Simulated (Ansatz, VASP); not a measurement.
**One calculation of Ir, two programs**

Contents of INCAR:

```
PREC     = Accurate       # precision mode
ENCUT    = 520            # plane-wave cutoff, eV
EDIFF    = 1E-6           # SCF threshold, eV
ISMEAR   = 1              # smearing method
SIGMA    = 0.2            # smearing width, eV
LREAL    = False          # projectors in reciprocal space
LASPH    = True           # aspherical terms in the spheres
NELM     = 150            # most SCF steps
ALGO     = Normal         # electronic algorithm
ISIF     = 2              # what is computed and relaxed
LWAVE    = False          # write WAVECAR
LCHARG   = True           # write CHGCAR
LNONCOLLINEAR= True           # non-collinear magnetism
MAGMOM   = 0 0 0          # initial moments
LORBIT   = 11             # projections on sites
LSORBIT  = True           # spin-orbit coupling
GGA_COMPAT= False        
LORBMOM  = True         
LMAXMIX  = 4              # l up to which the mixer works
LVHAR    = True         
NBANDS   = 20             # bands
```

Contents of KPOINTS:

```
regular mesh
0
Gamma
  9 9 9
```

Contents of POSCAR:

```
Ir
1.0
    0.0000000000      1.9156000000      1.9156000000
    1.9156000000      0.0000000000      1.9156000000
    1.9156000000      1.9156000000      0.0000000000
Ir
1
Direct
    0.0000000000      0.0000000000      0.0000000000
```

Contents of input.yaml:

```yaml
crystal:
  lattice:
    - [0.0, 1.9156, 1.9156]
    - [1.9156, 0.0, 1.9156]
    - [1.9156, 1.9156, 0.0]
  atoms:
    - { symbol: Ir, position: [0.0, 0.0, 0.0] }
kpoints:
  mp_grid: { grid: [9, 9, 9] }
scf:
  occupations: { method: methfessel_paxton, width: 0.2 }
hamiltonian:
  xc: lda
  pseudopotentials: { kind: all_electron, lapw: { basis_error: 0.001 } }
magnetization:
  noncollinear: true
  spin_orbit: true
output:
  forces: true
  stress: true
  eigenvalues: true
```

Alike in both runs: task single point; functional LDA; k mesh 9 × 9 × 9; occupations methfessel-paxton of order 1, width 0.2 eV; non-collinear spin, spin-orbit coupling.

```csv
,VASP,Ansatz
version,VASP 6.6.1,Ansatz 0.2.0
potentials or method,"VASP PAW LDA potentials, release 64 (Ir), cutoff 520 eV","all-electron LAPW, relativistic spinors"
```

|  | VASP | Ansatz | Ansatz less VASP |
| --- | --- | --- | --- |
| pressure (GPa) | -3.2 | -6.0 | -2.80 |
| net moment per atom (μB) | 0.00 | 0.00 | 0.000 |

LDA's correlation is that of Perdew and Zunger in VASP and of Perdew and Wang (1992) in Ansatz. Ansatz ran all-electron here, and VASP with PAW potentials.

Noted on Ansatz's run: the k mesh is thin for a metal, which can move the energy by tens of meV per atom.
